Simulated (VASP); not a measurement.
A run of VASP 6.6.1 is set up as follows.

Contents of INCAR:

```
ALGO = Normal
EDIFF = 1E-6
ENCUT = 520
GGA = PS
ISIF = 2
ISMEAR = 0
LASPH = True
LCHARG = False
LREAL = False
LWAVE = False
NBANDS = 20
NELM = 60
PREC = Accurate
SIGMA = 0.05
```

File KPOINTS:

```
k-points
0
Gamma
  9 9 2
```

POSCAR

```
WSe2
1.0
    3.1394039426      0.0000000000      0.0000000000
   -1.5697019713      2.7188035670      0.0000000000
    0.0000000000      0.0000000000     16.6611439352
W Se
1 2
Direct
    0.0000000000      0.0000000000     -0.0010312947
    0.3333333333      0.6666666667      0.1015995001
    0.3333333333      0.6666666667      0.9008012955
```

Potentials or basis: VASP PAW PBE potentials, release 64 (W_sv, Se).

The run is started by

```sh
$ cat potpaw_PBE.64/W_sv/POTCAR potpaw_PBE.64/Se/POTCAR > POTCAR
$ mpirun -np 1 vasp_std > vasp.out
```

Predict the band gap on the k mesh.

1.73 eV, indirect (least direct gap 2.20 eV).

Estimate the largest force.

1.805 eV/Å.

Forces in eV/Å, atoms in the order of the input:
```
W    0.000  0.000  1.346
Se   0.000  0.000  0.459
Se   0.000  0.000 -1.805
```

Caveat: the PAW data sets were made with another functional, which shifts forces and pressure a little; spin-orbit coupling is left out, which moves the levels of the heavy elements.
